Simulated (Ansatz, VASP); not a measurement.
**Ti in VASP and in Ansatz**

```
Ti
1.0
     2.95635    0.00000    0.00000
    -1.47817    2.56027    0.00000
     0.00000    0.00000    9.45922
Ti
4
Direct
  0.00000 0.00000 0.00000
  0.00000 0.00000 0.50000
  0.33333 0.66667 0.25000
  0.66667 0.33333 0.75000
```

Alike in both runs: functional BLYP; k mesh 12 × 12 × 4; occupations fermi-dirac, width 0.1 eV; no spin polarisation.

Ansatz relaxed the structure, and its values are those at the end. VASP's run is a single point on that final structure, the one shown.

```csv
,VASP,Ansatz
version,VASP 6.6.1,Ansatz 0.2.0
potentials or method,"VASP PAW PBE potentials, release 64 (Ti_sv), cutoff 520 eV","plane waves (420 eV) with PAW, scalar-relativistic"
valence electrons in the cell,48,48
```

```tsv
	VASP	Ansatz	Ansatz less VASP
pressure (GPa)	0.0	0.0	+0.03
```

VASP's potentials were made for PBE, not for BLYP. The functional is the same, so the differences come from potentials, cutoffs and numerics.
